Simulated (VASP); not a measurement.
# Ti4Ga in VASP: notebook

Runs on Ti4Ga. Level: PBE. Tasks: single point.

Program: VASP 6.6.1. These are calculated values, not measurements. Logs are shortened: lines on timing, memory, paths and dates and some standing lists are left out, and cuts for length are marked.

## 1. The cell of the first run

The typed cell holds 5 atoms: a = 5.067 Å, b = 5.067 Å, c = 5.067 Å, α = 109.47°, β = 109.47°, γ = 109.47°.

## 2. Single point, PBE

The input, INCAR:

```
SYSTEM = Ti4Ga
  ALGO = Normal
  EDIFF = 1E-7
  ENCUT = 520
  GGA = PE
  ISIF = 2
  ISMEAR = 0
  LASPH = .TRUE.
  LCHARG = .FALSE.
  LREAL = .FALSE.
  LWAVE = .FALSE.
  NBANDS = 38
  NELM = 80
  PREC = Accurate
  SIGMA = 0.1
```

The input, KPOINTS:

```
k-points
0
G
  4 4 4
  0 0 0
```

The input, POSCAR:

```
Ti4Ga
1.0
   -2.9252017673      2.9252017673      2.9252017673
    2.9252017673     -2.9252017673      2.9252017673
    2.9252017673      2.9252017673     -2.9252017673
Ti Ga
4 1
Direct
    0.4998356416      0.4998356416      0.4998356416
    0.0000000000      0.0000000000      0.5001643584
    0.0000000000      0.5001643584      0.0000000000
    0.5001643584      0.0000000000      0.0000000000
    0.0000000000      0.0000000000      0.0000000000
```

Potentials or basis: VASP PAW PBE potentials, release 64 (Ti_sv, Ga_d).

Command:

```bash
cat potpaw_PBE.64/Ti_sv/POTCAR potpaw_PBE.64/Ga_d/POTCAR > POTCAR
mpirun -np 1 vasp_std > vasp.out
```

OUTCAR:

```text
SYSTEM = Ti4Ga
   EDIFF = 1E-7
   ENCUT = 520
   GGA = PE
   ISIF = 2
   ISMEAR = 0
   LASPH = .TRUE.
   LREAL = .FALSE.
   NELM = 80
   PREC = Accurate

 ion  position               nearest neighbor table
   1  0.500  0.500  0.500-   5 2.53   5 2.53
   2  0.000  0.000  0.500-   5 2.53   5 2.53
   3  0.000  0.500  0.000-   5 2.53   5 2.53
   4  0.500  0.000  0.000-   5 2.53   5 2.53
   5  0.000  0.000  0.000-   1 2.53   2 2.53   3 2.53   4 2.53   3 2.53   2 2.53   4 2.53   1 2.53

  LATTYP: Found a body centered cubic cell.
 ALAT       =     5.8504035346

  Lattice vectors:

 A1 = (  -2.9252017673,   2.9252017673,   2.9252017673)
 A2 = (   2.9252017673,  -2.9252017673,   2.9252017673)
 A3 = (   2.9252017673,   2.9252017673,  -2.9252017673)

Analysis of symmetry for initial positions (statically):
=====================================================================
 Subroutine PRICEL returns:
 Original cell was already a primitive cell.

 Routine SETGRP: Setting up the symmetry group for a
 body centered cubic supercell.

 Subroutine GETGRP returns: Found 24 space group operations
 (whereof 24 operations were pure point group operations)
 out of a pool of 48 trial point group operations.

The static configuration has the point symmetry T_d .

Analysis of symmetry for dynamics (positions and initial velocities):
=====================================================================
 Subroutine PRICEL returns:
 Original cell was already a primitive cell.

 Routine SETGRP: Setting up the symmetry group for a
 body centered cubic supercell.

 Subroutine GETGRP returns: Found 24 space group operations
 (whereof 24 operations were pure point group operations)
 out of a pool of 48 trial point group operations.

The dynamic configuration has the point symmetry T_d .

 Subroutine INISYM returns: Found 24 space group operations
 (whereof 24 operations are pure point group operations),
 and found     1 'primitive' translations

----------------------------------------------------------------------------------------

                                     Primitive cell

  volume of cell :     100.1215

  direct lattice vectors                    reciprocal lattice vectors
    -2.925201767  2.925201767  2.925201767     0.000000000  0.170928380  0.170928380
     2.925201767 -2.925201767  2.925201767     0.170928380  0.000000000  0.170928380
[... 75 lines left out ...]
   LREAL  =      F    real-space projection
   EDIFFG = 0.1E-05   stopping-criterion for IOM
   NSW    =      0    number of steps for IOM
   IBRION =     -1    ionic relax: 0-MD 1-quasi-New 2-CG
   NFREE  =      0    steps in history (QN), initial steepest desc. (CG)
   ISIF   =      2    stress and relaxation
   ISYM   =      2    0-nonsym 1-usesym 2-fastsym
   POTIM  = 0.5000    time-step for ionic-motion
   TEBEG  =    0.0;   TEEND  =   0.0 temperature during run
   PSTRESS=    0.0 pullay stress
   NELECT =      61.0000    total number of electrons
   NUPDOWN=      -1.0000    fix difference up-down
   EMIN   =  10.00;   EMAX   =-10.00  energy-range for DOS
   EFERMI =   0.00;   METHOD = LEGACY
   ISMEAR =     0;   SIGMA  =   0.10  broadening in eV -4-tet -1-fermi 0-gaus
   EFERMI_NEDOS =   21; number of points for ismear=-14 and -15
   IALGO  =     38    algorithm
   IMIX   =      4    mixing-type and parameters
     AMIX     =   0.40;   BMIX     =  1.00
     AMIX_MAG =   1.60;   BMIX_MAG =  1.00
  volume/ion in A,a.u.               =      20.02       135.13
  Fermi-wavevector in a.u.,A,eV,Ry     =   1.387849  2.622655 26.206528  1.926125
  Thomas-Fermi vector in A             =   2.512031
   LORBIT       =      0    0 simple, 1 ext, 2 COOP (PROOUT), +10 PAW based schemes
   GGA     = PE    functional components
   LHFCALC =     F    Hartree Fock is set to
   AEXX    =    0.0000 exact exchange contribution
   IVDW    =     0    specifies the selected vdW correction
   LEPSILON=     F    determine dielectric tensor
   LRPA    =     F    only Hartree local field effects (RPA)
 non-spin polarized calculation
 Gauss-broadening in eV      SIGMA  =   0.10
  energy-cutoff  :      520.00
  volume of cell :      100.12
 maximum number of plane-waves:      2731
 NGX is ok and might be reduce to    40
   NGX = 19   NGY = 19   NGZ = 19

 number of electron      61.0000009 magnetization

 Free energy of the ion-electron system (eV)
  ---------------------------------------------------
  ext. energy  EPLUGINS =         0.00000000
  ---------------------------------------------------
  free energy    TOTEN  =       -31.22465062 eV

  energy without entropy =      -31.15640080  energy(sigma->0) =      -31.19052571

 E-fermi :   6.2563     XC(G=0): -10.6561

 val. band max:        6.2123644653   @ k =   0.5000   0.5000   0.2500
 cond. band min:       6.2618091134   @ k =   0.2500   0.2500   0.0000
 fundamental gap:      0.0494446481
 Fermi energy:         6.2563246652

 k-point     1 :       0.0000    0.0000    0.0000
  band No.  band energies     occupation
      1     -50.5607      2.00000
      2     -50.4839      2.00000
      3     -50.4839      2.00000
      4     -50.4839      2.00000
      5     -26.9553      2.00000
      6     -26.9553      2.00000
[... 317 lines left out ...]
     37       7.8633      0.00000
     38       7.8633      0.00000

------------------------ aborting loop because EDIFF is reached ----------------------------------------

  FORCE on cell =-STRESS in cart. coord.  units (eV):
  Direction    XX          YY          ZZ          XY          YZ          ZX
  --------------------------------------------------------------------------------------
  -------------------------------------------------------------------------------------
  Total        0.0704593      0.0704593      0.0704593     -0.0000000     -0.0000000      0.0000000
  in kB        1.1275128      1.1275128      1.1275128     -0.0000000     -0.0000000      0.0000000
  external PRESSURE =       1.1275128 kB  Pullay stress =       0.0000000 kB

 VOLUME and BASIS-vectors are now :
 -----------------------------------------------------------------------------
  energy-cutoff  :      520.00
  volume of cell :      100.12
      direct lattice vectors                 reciprocal lattice vectors
    -2.925201767  2.925201767  2.925201767     0.000000000  0.170928380  0.170928380
     2.925201767 -2.925201767  2.925201767     0.170928380  0.000000000  0.170928380
     2.925201767  2.925201767 -2.925201767     0.170928380  0.170928380  0.000000000

 POSITION                                       TOTAL-FORCE (eV/Angst)
 -----------------------------------------------------------------------------------
      1.46212      1.46212      1.46212         0.003391      0.003391      0.003391
      1.46308      1.46308     -1.46308        -0.003391     -0.003391      0.003391
      1.46308     -1.46308      1.46308        -0.003391      0.003391     -0.003391
     -1.46308      1.46308      1.46308         0.003391     -0.003391     -0.003391
      0.00000      0.00000      0.00000        -0.000000     -0.000000      0.000000
 -----------------------------------------------------------------------------------
    total drift:                                0.000000      0.000000      0.000001

  FREE ENERGIE OF THE ION-ELECTRON SYSTEM (eV)
  ---------------------------------------------------
  free  energy   TOTEN  =       -31.2246506225 eV

  energy  without entropy=      -31.1564008021  energy(sigma->0) =      -31.19052571
```

OSZICAR:

```text
N       E                     dE             d eps       ncg     rms          rms(c)
DAV:   1     0.751313239672E+03    0.75131E+03   -0.31180E+04   640   0.222E+03
DAV:   2     0.746180207217E+02   -0.67670E+03   -0.66480E+03   614   0.615E+02
DAV:   3    -0.221139323250E+02   -0.96732E+02   -0.93728E+02   882   0.194E+02
DAV:   4    -0.357020831115E+02   -0.13588E+02   -0.13288E+02   992   0.614E+01
DAV:   5    -0.366243410568E+02   -0.92226E+00   -0.89816E+00   914   0.132E+01    0.160E+01
DAV:   6    -0.310761720835E+02    0.55482E+01   -0.32841E+01   792   0.369E+01    0.367E+00
DAV:   7    -0.311692174993E+02   -0.93045E-01   -0.21348E+00   876   0.968E+00    0.300E+00
DAV:   8    -0.312124096603E+02   -0.43192E-01   -0.19082E-01   858   0.349E+00    0.105E+00
DAV:   9    -0.312237327160E+02   -0.11323E-01   -0.39643E-02   912   0.141E+00    0.249E-01
DAV:  10    -0.312246922478E+02   -0.95953E-03   -0.76848E-03   902   0.470E-01    0.476E-02
DAV:  11    -0.312246751599E+02    0.17088E-04   -0.43841E-04   880   0.161E-01    0.363E-02
DAV:  12    -0.312246486346E+02    0.26525E-04   -0.10842E-04   900   0.628E-02    0.567E-03
DAV:  13    -0.312246492418E+02   -0.60717E-06   -0.73576E-06   888   0.174E-02    0.186E-03
DAV:  14    -0.312246507161E+02   -0.14743E-05   -0.12093E-06   710   0.538E-03    0.712E-04
DAV:  15    -0.312246505943E+02    0.12182E-06   -0.87530E-08   504   0.236E-03    0.152E-04
DAV:  16    -0.312246506225E+02   -0.28209E-07   -0.19072E-08   438   0.107E-03
   1 F= -.31224651E+02 E0= -.31190526E+02  d E =-.682498E-01
```

stdout:

```text
POSCAR found type information on POSCAR TiGa
 POSCAR found :  2 types and       5 ions
 scaLAPACK will be used
 LDA part: xc-table for (Slater+PW92), standard interpolation
 POSCAR, INCAR and KPOINTS ok, starting setup
 FFT: planning ... GRIDC
 FFT: planning ... GRID_SOFT
 FFT: planning ... GRID
 WAVECAR not read
 entering main loop
```

Wall time 43 s (1 thread of Intel Xeon Platinum 8488C (Sapphire Rapids), shared host); peak memory 0.25 GiB.

Results:

| Property | Result |
| --- | --- |
| Free energy | -31.2247 eV |
| Pressure | 0.1 GPa |
| Largest force | 0.006 eV/Å |

Forces on the atoms (eV/Å):
```
Ti   0.003  0.003  0.003
Ti  -0.003 -0.003  0.003
Ti  -0.003  0.003 -0.003
Ti   0.003 -0.003 -0.003
Ga   0.000  0.000  0.000
```

Caveat: the k points lie up to 0.38 Å⁻¹ apart.

## 3. Single point, PBE, collinear spin, ferromagnetic start

The input, INCAR:

```
  ALGO = Normal
  EDIFF = 1E-6
  ENCUT = 520
  GGA = PE
  ISIF = 2
  ISMEAR = 0
  ISPIN = 2
  LASPH = True
  LCHARG = True
  LELF = True
  LMAXMIX = 4
  LORBIT = 11
  LREAL = False
  LVHAR = True
  LWAVE = False
  MAGMOM = 1 1 1 1 0
  NBANDS = 42
  NELM = 150
  PREC = Accurate
  SIGMA = 0.1
```

The input, KPOINTS:

```
k-points
0
Gamma
  4 4 4
```

The input, POSCAR:

```
Ti4Ga
1.0
   -2.9252017673      2.9252017673      2.9252017673
    2.9252017673     -2.9252017673      2.9252017673
    2.9252017673      2.9252017673     -2.9252017673
Ti Ga
4 1
Direct
    0.5000000000      0.5000000000      0.5000000000
    0.0000000000      0.0000000000      0.5000000000
    0.0000000000      0.5000000000      0.0000000000
    0.5000000000      0.0000000000      0.0000000000
    0.0000000000      0.0000000000      0.0000000000
```

Potentials or basis: VASP PAW PBE potentials, release 64 (Ti_sv, Ga_d).

Command:

```bash
cat potpaw_PBE.64/Ti_sv/POTCAR potpaw_PBE.64/Ga_d/POTCAR > POTCAR
mpirun -np 1 vasp_std > vasp.out
```

Run time: 1.8 min. Hardware: 1 thread of Intel Xeon Platinum 8488C (Sapphire Rapids), shared host; peak memory 0.3 GiB.

The run converged. Its results:

```
Free energy                                           : -31.2531 eV
Pressure                                              : 0.3 GPa
Net moment                                            : 1.75 μB per cell
Site moments                                          : Ti +0.33; Ga +0.00 μB
Valence electrons inside the program's atomic spheres : Ti 10.22; Ga 12.12
```

Levels at points of the mesh, in eV from the Fermi level:
Spin up:
```csv
k point,band 29,band 30,band 31,band 32,band 33,band 34
"(0.00, 0.00, 0.00)",-0.57,-0.57,0.14,0.14,0.14,1.50
"(0.50, 0.00, 0.00)",-0.40,-0.28,-0.01,0.04,0.29,0.71
"(0.50, 0.50, 0.50)",-0.66,-0.66,-0.66,-0.60,-0.60,1.06
```
Spin down:
| k point | band 27 | band 28 | band 29 | band 30 | band 31 | band 32 |
| --- | --- | --- | --- | --- | --- | --- |
| (0.00, 0.00, 0.00) | -0.66 | -0.14 | -0.14 | -0.14 | 0.25 | 0.25 |
| (0.50, 0.00, 0.00) | -0.84 | -0.38 | 0.01 | 0.09 | 0.29 | 0.38 |
| (0.50, 0.50, 0.50) | -0.79 | -0.79 | -0.42 | -0.42 | -0.20 | -0.20 |

Caveat: the k points lie up to 0.38 Å⁻¹ apart.
